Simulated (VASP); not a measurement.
# Hf4C (P2/m) in VASP: further runs, part 2 of 2

VASP 6.6.1. The steps go on from the part before.

## 3. Relaxation of cell and atoms, PBE

This run uses another cell than the first one, of 17.73 Å³/atom, 0.925 times its volume.

INCAR

```
SYSTEM = Hf4C
PREC = Accurate ; ENCUT = 600
EDIFF = 1E-6 ; ISMEAR = 0
SIGMA = 0.2 ; LREAL = .FALSE.
LASPH = .TRUE. ; NELM = 60
ALGO = Normal ; ISIF = 3
LWAVE = .FALSE. ; LCHARG = .FALSE.
GGA = PE ; IBRION = 2
NSW = 36 ; EDIFFG = -0.08
```

KPOINTS

```
Automatic mesh
0
G
  3 5 3
  0 0 0
```

POSCAR

```
Hf4C
1.0
    5.0000000000      0.0000000000      0.0000000000
    0.0000000000      3.2000000000      0.0000000000
    0.0000000000      0.0000000000      5.5400000000
Hf C
4 1
Direct
    0.7500000000      0.0000000000      0.6667000000
    0.2500000000      0.0000000000      0.3333000000
    0.2500000000      0.5000000000      0.8333000000
    0.7500000000      0.5000000000      0.1667000000
    0.0000000000      0.0000000000      0.0000000000
```

Potentials or basis: VASP PAW PBE potentials, release 64 (Hf_pv, C).

Started as:

```sh
$ cat potpaw_PBE.64/Hf_pv/POTCAR potpaw_PBE.64/C/POTCAR > POTCAR
$ mpirun -np 1 vasp_std > vasp.out
```

OUTCAR:

```text
SYSTEM = Hf4C
   PREC = Accurate
   ENCUT = 600
   EDIFF = 1E-6
   ISMEAR = 0
   LREAL = .FALSE.
   LASPH = .TRUE.
   NELM = 60
   ISIF = 3
   GGA = PE
   IBRION = 2
   NSW = 36
   EDIFFG = -0.08

 ion  position               nearest neighbor table
   1  0.750  0.000  0.667-   5 2.23   2 3.11   2 3.11   3 3.11   3 3.11   3 3.11   3 3.11   4 3.20
                             4 3.20   4 3.20   4 3.20
   2  0.250  0.000  0.333-   5 2.23   1 3.11   1 3.11   4 3.11   4 3.11   4 3.11   4 3.11   3 3.20
                             3 3.20   3 3.20   3 3.20
   3  0.250  0.500  0.833-   5 2.23   5 2.23   4 3.11   4 3.11   1 3.11   1 3.11   1 3.11   1 3.11
                             2 3.20   2 3.20   2 3.20   2 3.20
   4  0.750  0.500  0.167-   5 2.23   5 2.23   3 3.11   3 3.11   2 3.11   2 3.11   2 3.11   2 3.11
                             1 3.20   1 3.20   1 3.20   1 3.20
   5  0.000  0.000  0.000-   1 2.23   2 2.23   3 2.23   4 2.23   3 2.23   4 2.23

  LATTYP: Found a simple orthorhombic cell.
 ALAT       =     3.2000000000
 B/A-ratio  =     1.5625000000
 C/A-ratio  =     1.7312500000

  Lattice vectors:

 A1 = (   0.0000000000,  -3.2000000000,   0.0000000000)
 A2 = (   5.0000000000,   0.0000000000,   0.0000000000)
 A3 = (   0.0000000000,   0.0000000000,   5.5400000000)

Analysis of symmetry for initial positions (statically):
=====================================================================
 Subroutine PRICEL returns:
 Original cell was already a primitive cell.

 Routine SETGRP: Setting up the symmetry group for a
 simple orthorhombic supercell.

 Subroutine GETGRP returns: Found  4 space group operations
 (whereof  4 operations were pure point group operations)
 out of a pool of  8 trial point group operations.

The static configuration has the point symmetry C_2h.

Analysis of symmetry for dynamics (positions and initial velocities):
=====================================================================
 Subroutine PRICEL returns:
 Original cell was already a primitive cell.

 Routine SETGRP: Setting up the symmetry group for a
 simple orthorhombic supercell.

[... 112 lines left out ...]
   NUPDOWN=      -1.0000    fix difference up-down
   EMIN   =  10.00;   EMAX   =-10.00  energy-range for DOS
   EFERMI =   0.00;   METHOD = LEGACY
   ISMEAR =     0;   SIGMA  =   0.20  broadening in eV -4-tet -1-fermi 0-gaus
   EFERMI_NEDOS =   21; number of points for ismear=-14 and -15
   IALGO  =     38    algorithm
   IMIX   =      4    mixing-type and parameters
     AMIX     =   0.40;   BMIX     =  1.00
     AMIX_MAG =   1.60;   BMIX_MAG =  1.00
  volume/ion in A,a.u.               =      17.73       119.63
  Fermi-wavevector in a.u.,A,eV,Ry     =   1.296231  2.449522 22.860718  1.680215
  Thomas-Fermi vector in A             =   2.427701
   LORBIT       =      0    0 simple, 1 ext, 2 COOP (PROOUT), +10 PAW based schemes
   GGA     = PE    functional components
   LHFCALC =     F    Hartree Fock is set to
   AEXX    =    0.0000 exact exchange contribution
   IVDW    =     0    specifies the selected vdW correction
   LEPSILON=     F    determine dielectric tensor
   LRPA    =     F    only Hartree local field effects (RPA)
 conjugate gradient relaxation of ions
 non-spin polarized calculation
 Gauss-broadening in eV      SIGMA  =   0.20
  energy-cutoff  :      600.00
  volume of cell :       88.64
 maximum number of plane-waves:      2978
 NGX is ok and might be reduce to    40
   NGX = 19   NGY = 13   NGZ = 23

--------------------------------------- Ionic step        1  -------------------------------------------

 number of electron      43.9999998 magnetization

 Free energy of the ion-electron system (eV)
  ---------------------------------------------------
  ext. energy  EPLUGINS =         0.00000000
  ---------------------------------------------------
  free energy    TOTEN  =       -50.38462535 eV

  energy without entropy =      -50.29382319  energy(sigma->0) =      -50.33922427

------------------------ aborting loop because EDIFF is reached ----------------------------------------

  FORCE on cell =-STRESS in cart. coord.  units (eV):
  Direction    XX          YY          ZZ          XY          YZ          ZX
  --------------------------------------------------------------------------------------
  -------------------------------------------------------------------------------------
  Total        7.4617342      5.1814338      4.9236968      0.0000000      0.0000000      0.2980151
  in kB      134.8716313     93.6549616     88.9963379      0.0000000      0.0000000      5.3866540
  external PRESSURE =     105.8409769 kB  Pullay stress =       0.0000000 kB
[... 260 lines left out ...]
--------------------------------------- Ionic step        8  -------------------------------------------

 number of electron      44.0000003 magnetization

 Free energy of the ion-electron system (eV)
  ---------------------------------------------------
  ext. energy  EPLUGINS =         0.00000000
  ---------------------------------------------------
  free energy    TOTEN  =       -50.65252691 eV

  energy without entropy =      -50.56829147  energy(sigma->0) =      -50.61040919

 E-fermi :   4.6690     XC(G=0): -11.3652

 val. band max:        4.6532698466   @ k =   0.3333   0.0000   0.3333
 cond. band min:       4.7598742493   @ k =   0.3333  -0.2000  -0.3333
 fundamental gap:      0.1066044027
 Fermi energy:         4.6690064638

 k-point     1 :       0.0000    0.0000    0.0000
  band No.  band energies     occupation
      1     -25.9470      2.00000
      2     -25.8323      2.00000
      3     -25.7159      2.00000
      4     -25.6564      2.00000
      5     -25.5149      2.00000
      6     -25.4318      2.00000
[... 456 lines left out ...]
  FREE ENERGIE OF THE ION-ELECTRON SYSTEM (eV)
  ---------------------------------------------------
  free  energy   TOTEN  =       -50.6525269137 eV

  energy  without entropy=      -50.5682914699  energy(sigma->0) =      -50.61040919

 reached required accuracy - stopping structural energy minimisation
```

Wall time 3.8 min (1 thread of Intel Xeon Platinum 8488C (Sapphire Rapids), shared host); peak memory 0.25 GiB.

What came out:

| Property | Result |
| --- | --- |
| Free energy | -50.6525 eV |
| Relaxed volume | 19.12 Å³/atom |
| Relaxed cell | a = 5.217 Å, b = 3.257 Å, c = 5.627 Å, α = 90.00°, β = 89.47°, γ = 90.00° |
| Space group after relaxing (to 0.05 Å) | P2/m (No. 10) |
| Energy gained by relaxing | 53.6 meV/atom |
| Ionic steps | 8 |
| Pressure after relaxing | 0.0 GPa |
| Largest force after relaxing | 0.059 eV/Å |
| Band gap on the k mesh | zero (band 22 reaches 5.14 eV, above the bottom of band 23 at 4.37 eV) |

Forces in eV/Å, atoms in the order of the input:
```
Hf  -0.032  0.000 -0.002
Hf   0.032  0.000  0.002
Hf  -0.024  0.000 -0.054
Hf   0.024  0.000  0.054
C    0.000  0.000  0.000
```

Stress tensor (GPa, compression positive):
```
 0.12  0.00 -0.15
 0.00 -0.02  0.00
-0.15  0.00 -0.22
```

The path:
| step | energy change (eV) | largest force (eV/Å) | pressure (GPa) | volume (Å³) |
| --- | --- | --- | --- | --- |
| 1 | 0.0000 | 0.4281 | 10.58 | 88.64 |
| 2 | 0.1365 | 0.9755 | -11.49 | 104.51 |
| 3 | -0.2170 | 0.5245 | -0.75 | 95.27 |
| 4 | -0.2171 | 0.5214 | -0.53 | 95.12 |
| 5 | -0.2607 | 0.2408 | -0.16 | 95.39 |
| 6 | -0.2646 | 0.1455 | 0.03 | 95.48 |
| 7 | -0.2670 | 0.0908 | -0.01 | 95.54 |
| 8 | -0.2679 | 0.0589 | -0.04 | 95.61 |

Final structure:
```xyz
5
Lattice="5.2165 0.0000 0.0239 0.0000 3.2573 0.0000 0.0263 0.0000 5.6267" Properties=species:S:1:pos:R:3 pbc="T T T"
Hf    3.9041    0.0000    3.8189
Hf    1.3387    0.0000    1.8317
Hf    1.3195    1.6287    4.7295
Hf    3.9233    1.6287    0.9211
C     0.0263    0.0000    5.6267
```

Caveat: the k points lie up to 0.40 Å⁻¹ apart in the final cell; spin-orbit coupling is left out, which moves the levels of the heavy elements; the relaxation stopped at a loose force limit of 0.08 eV/Å, so its end isn't a converged minimum.
